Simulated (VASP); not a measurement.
# Ru (Im-3m) in VASP: a series of runs, part 2 of 2

VASP 6.6.1. The steps go on from the part before.

### Step 5. Single point, r2SCAN, collinear spin, ferromagnetic start (volume scaled by 0.96)

The input, POSCAR:

```
Ru
1.0
   -1.5119170608      1.5119170608      1.5119170608
    1.5119170608     -1.5119170608      1.5119170608
    1.5119170608      1.5119170608     -1.5119170608
Ru
1
Direct
    0.0000000000      0.0000000000      0.0000000000
```

The input, INCAR.step1:

```
PREC     = Accurate       # precision mode
ENCUT    = 520            # plane-wave cutoff, eV
ISMEAR   = -1             # smearing method
SIGMA    = 0.05           # smearing width, eV
LREAL    = F              # projectors in reciprocal space
LASPH    = T              # aspherical terms in the spheres
NELM     = 150            # most SCF steps
ISPIN    = 2              # spin polarisation
MAGMOM   = 1.333          # initial moments
LMAXMIX  = 4              # l up to which the mixer works
NBANDS   = 17             # bands
GGA      = PE             # functional
ALGO     = Normal         # electronic algorithm
EDIFF    = 1E-4           # SCF threshold, eV
LWAVE    = T              # write WAVECAR
LCHARG   = F              # write CHGCAR
```

The input, INCAR.step2:

```
PREC     = Accurate       # precision mode
ENCUT    = 520            # plane-wave cutoff, eV
EDIFF    = 1E-6           # SCF threshold, eV
ISMEAR   = -1             # smearing method
SIGMA    = 0.05           # smearing width, eV
LREAL    = F              # projectors in reciprocal space
LASPH    = T              # aspherical terms in the spheres
NELM     = 150            # most SCF steps
ALGO     = Normal         # electronic algorithm
ISIF     = 2              # what is computed and relaxed
LWAVE    = F              # write WAVECAR
LCHARG   = F              # write CHGCAR
ISPIN    = 2              # spin polarisation
MAGMOM   = 1.333          # initial moments
LORBIT   = 11             # projections on sites
LMAXMIX  = 4              # l up to which the mixer works
METAGGA  = R2SCAN         # meta-GGA
LMIXTAU  = T            
NBANDS   = 17             # bands
ISTART   = 1
```

The input, KPOINTS:

```
Automatic mesh
0
Gamma
  16 16 16
```

Potentials or basis: VASP PAW PBE potentials, release 64 (Ru_pv).

Launch:

```sh
$ cat potpaw_PBE.64/Ru_pv/POTCAR > POTCAR
$ cp INCAR.step1 INCAR
$ mpirun -np 1 vasp_std > vasp.out
$ cp INCAR.step2 INCAR
$ mpirun -np 1 vasp_std > vasp.out
```

OUTCAR:

```text
PREC = Accurate
   ENCUT = 520
   EDIFF = 1E-6
   ISMEAR = -1
   LREAL = F
   LASPH = T
   NELM = 150
   ISIF = 2
   ISPIN = 2
   LORBIT = 11
   METAGGA = R2SCAN
   ISTART = 1

 ion  position               nearest neighbor table
   1  0.000  0.000  0.000-

  LATTYP: Found a body centered cubic cell.
 ALAT       =     3.0238341216

  Lattice vectors:

 A1 = (  -1.5119170608,   1.5119170608,   1.5119170608)
 A2 = (   1.5119170608,  -1.5119170608,   1.5119170608)
 A3 = (   1.5119170608,   1.5119170608,  -1.5119170608)

Analysis of symmetry for initial positions (statically):
=====================================================================
 Subroutine PRICEL returns:
 Original cell was already a primitive cell.

 Routine SETGRP: Setting up the symmetry group for a
 body centered cubic supercell.

 Subroutine GETGRP returns: Found 48 space group operations
 (whereof 48 operations were pure point group operations)
 out of a pool of 48 trial point group operations.

The static configuration has the point symmetry O_h .

Analysis of symmetry for dynamics (positions and initial velocities):
=====================================================================
 Subroutine PRICEL returns:
 Original cell was already a primitive cell.

 Routine SETGRP: Setting up the symmetry group for a
 body centered cubic supercell.

 Subroutine GETGRP returns: Found 48 space group operations
 (whereof 48 operations were pure point group operations)
 out of a pool of 48 trial point group operations.

The dynamic configuration has the point symmetry O_h .

Analysis of structural, dynamic, and magnetic symmetry:
=====================================================================
 Subroutine PRICEL returns:
 Original cell was already a primitive cell.

 Routine SETGRP: Setting up the symmetry group for a
 body centered cubic supercell.

 Subroutine GETGRP returns: Found 48 space group operations
 (whereof 48 operations were pure point group operations)
 out of a pool of 48 trial point group operations.

The overall configuration has the point symmetry O_h .

 Subroutine INISYM returns: Found 48 space group operations
 (whereof 48 operations are pure point group operations),
 and found     1 'primitive' translations

----------------------------------------------------------------------------------------

                                     Primitive cell

  volume of cell :      13.8243

  direct lattice vectors                    reciprocal lattice vectors
    -1.511917061  1.511917061  1.511917061     0.000000000  0.330705971  0.330705971
     1.511917061 -1.511917061  1.511917061     0.330705971  0.000000000  0.330705971
     1.511917061  1.511917061 -1.511917061     0.330705971  0.330705971  0.000000000

  length of vectors
     2.618717166  2.618717166  2.618717166     0.467688870  0.467688870  0.467688870

  position of ions in fractional coordinates (direct lattice)
     0.000000000  0.000000000  0.000000000

  ion indices of the primitive-cell ions
   primitive index   ion index
                 1           1

----------------------------------------------------------------------------------------

 KPOINTS: Automatic mesh

Automatic generation of k-mesh.
 Grid dimensions read from file:
[... 47 lines left out ...]
   k-points           NKPTS =    145   k-points in BZ     NKDIM =    145   number of bands    NBANDS=     17
   number of dos      NEDOS =    301   number of ions     NIONS =      1
   total plane-waves  NPLWV =   8000
   dimension x,y,z NGX =    20 NGY =   20 NGZ =   20
   dimension x,y,z NGXF=    40 NGYF=   40 NGZF=   40
   ions per type =               1
   NGX,Y,Z   is equivalent  to a cutoff of  12.70, 12.70, 12.70 a.u.
   NGXF,Y,Z  is equivalent  to a cutoff of  25.39, 25.39, 25.39 a.u.
 SYSTEM =  unknown system
   PREC   = accura    normal or accurate (medium, high low for compatibility)
   ISTART =      1    job   : 0-new  1-cont  2-samecut
   ICHARG =      0    charge: 1-file 2-atom 10-const
   ISPIN  =      2    spin polarized calculation?
   LNONCOLLINEAR =      F non collinear calculations
   LSORBIT =      F    spin-orbit coupling
   LASPH  =      T    aspherical Exc in radial PAW
   ENCUT  =  520.0 eV  38.22 Ry    6.18 a.u.   4.87  4.87  4.87*2*pi/ulx,y,z
   NELM   =    150;   NELMIN=  2; NELMDL=  0     # of ELM steps
   EDIFF  = 0.1E-05   stopping-criterion for ELM
   LREAL  =      F    real-space projection
   EDIFFG = 0.1E-04   stopping-criterion for IOM
   NSW    =      0    number of steps for IOM
   IBRION =     -1    ionic relax: 0-MD 1-quasi-New 2-CG
   NFREE  =      0    steps in history (QN), initial steepest desc. (CG)
   ISIF   =      2    stress and relaxation
   ISYM   =      2    0-nonsym 1-usesym 2-fastsym
   POTIM  = 0.5000    time-step for ionic-motion
   TEBEG  =    0.0;   TEEND  =   0.0 temperature during run
   PSTRESS=    0.0 pullay stress
   NELECT =      14.0000    total number of electrons
   NUPDOWN=      -1.0000    fix difference up-down
   EMIN   =  10.00;   EMAX   =-10.00  energy-range for DOS
   EFERMI =   0.00;   METHOD = LEGACY
   ISMEAR =    -1;   SIGMA  =   0.05  broadening in eV -4-tet -1-fermi 0-gaus
   EFERMI_NEDOS =   21; number of points for ismear=-14 and -15
   IALGO  =     38    algorithm
   IMIX   =      4    mixing-type and parameters
     AMIX     =   0.40;   BMIX     =  1.00
     AMIX_MAG =   1.60;   BMIX_MAG =  1.00
  volume/ion in A,a.u.               =      13.82        93.29
  Fermi-wavevector in a.u.,A,eV,Ry     =   1.644004  3.106717 36.773136  2.702749
  Thomas-Fermi vector in A             =   2.734043
   LORBIT       =     11    0 simple, 1 ext, 2 COOP (PROOUT), +10 PAW based schemes
   METAGGA = R2SCAN    functional components
   LHFCALC =     F    Hartree Fock is set to
   AEXX    =    0.0000 exact exchange contribution
   IVDW    =     0    specifies the selected vdW correction
   LEPSILON=     F    determine dielectric tensor
   LRPA    =     F    only Hartree local field effects (RPA)
 spin polarized calculation
  energy-cutoff  :      520.00
  volume of cell :       13.82
 maximum number of plane-waves:       384
   NGX =  9   NGY =  9   NGZ =  9

 number of electron      13.9999996 magnetization      -0.0065665

 number of electron      13.9999996 magnetization       0.0003036

 Free energy of the ion-electron system (eV)
  ---------------------------------------------------
  ext. energy  EPLUGINS =         0.00000000
  ---------------------------------------------------
  free energy    TOTEN  =       -24.77813881 eV

  energy without entropy =      -24.76210179  energy(sigma->0) =      -24.77012030

 E-fermi :  12.5850     XC(G=0): -15.2629

 val. band max:       12.5711725725   @ k =   0.1875   0.0000   0.0000
 cond. band min:      12.5890044629   @ k =   0.1875   0.1250   0.0000
 fundamental gap:      0.0178318904
 Fermi energy:        12.5849695622

 spin component 1

 k-point     1 :       0.0000    0.0000    0.0000
  band No.  band energies     occupation
      1     -31.3652      1.00000
      2     -31.3652      1.00000
      3     -31.3652      1.00000
      4       4.1577      1.00000
      5       9.5693      1.00000
      6       9.5693      1.00000
[... 459 lines left out ...]
      6       9.5194      1.00000
[... 9 lines left out ...]
     16      43.7666      0.00000
     17      46.1006      0.00000

 [... further k-points ...]

 spin component 2

 k-point     1 :       0.0000    0.0000    0.0000
  band No.  band energies     occupation
      1     -31.3648      1.00000
      2     -31.3648      1.00000
      3     -31.3648      1.00000
      4       4.1575      1.00000
      5       9.5696      1.00000
      6       9.5696      1.00000
[... 459 lines left out ...]
      6       9.5195      1.00000
[... 9 lines left out ...]
     16      43.7668      0.00000
     17      46.1008      0.00000

 [... further k-points ...]
[... 5 lines left out ...]
  --------------------------------------------------------------------------------------
  -------------------------------------------------------------------------------------
  Total        0.3340198      0.3340198      0.3340198      0.0000000      0.0000000     -0.0000000
  in kB       38.7114065     38.7114065     38.7114065      0.0000000      0.0000000     -0.0000000
  external PRESSURE =      38.7114065 kB  Pullay stress =       0.0000000 kB

 VOLUME and BASIS-vectors are now :
 -----------------------------------------------------------------------------
  energy-cutoff  :      520.00
  volume of cell :       13.82
      direct lattice vectors                 reciprocal lattice vectors
    -1.511917061  1.511917061  1.511917061     0.000000000  0.330705971  0.330705971
     1.511917061 -1.511917061  1.511917061     0.330705971  0.000000000  0.330705971
     1.511917061  1.511917061 -1.511917061     0.330705971  0.330705971  0.000000000

 POSITION                                       TOTAL-FORCE (eV/Angst)
 -----------------------------------------------------------------------------------
      0.00000      0.00000      0.00000         0.000000     -0.000000     -0.000000
 -----------------------------------------------------------------------------------
    total drift:                                0.000000     -0.000000      0.000000

  FREE ENERGIE OF THE ION-ELECTRON SYSTEM (eV)
  ---------------------------------------------------
  free  energy   TOTEN  =       -24.7781388095 eV

  energy  without entropy=      -24.7621017906  energy(sigma->0) =      -24.77012030

 total charge

# of ion       s       p       d       tot
------------------------------------------
    1        0.395   6.293   5.956  12.644

 magnetization (x)

# of ion       s       p       d       tot
------------------------------------------
    1       -0.000  -0.000   0.000   0.000
```

Run time: 6.5 min. Hardware: 1 thread of AMD EPYC 7R43 (Zen 3), shared host; peak memory 0.14 GiB.

Results:

```
Free energy                                           : -24.7781 eV
Pressure                                              : 3.9 GPa
Band gap on the k mesh                                : zero (filled and empty bands overlap)
Net moment                                            : 0.00 μB per cell
Valence electrons inside the program's atomic spheres : Ru 12.64
```

Caveat: the PAW data sets were made with another functional, which shifts forces and pressure a little.

### Step 6. Summary

```csv
cell,k mesh,gap on the mesh (eV),pressure (GPa),moment (μB)
"a = 2.655 Å, angles 109.5°, 1 atom",15 × 15 × 15,none,-8.3,0.00
"a = 2.544 Å, angles 109.5°, 1 atom",16 × 16 × 16,none,38.4,0.00
"a = 2.582 Å, angles 109.5°, 1 atom",16 × 16 × 16,none,19.1,0.00
"a = 2.619 Å, angles 109.5°, 1 atom",16 × 16 × 16,none,3.9,0.00
```

Alike in all rows: task single point; level r2SCAN; potentials or basis VASP PAW PBE potentials, release 64 (Ru_pv); spin collinear, ferromagnetic start; cutoff (eV) 520; smearing fermi-dirac 0.05 eV.

Caveats: the PAW data sets were made with another functional, which shifts forces and pressure a little.

Absolute energies hang on the potentials; compare differences alone.
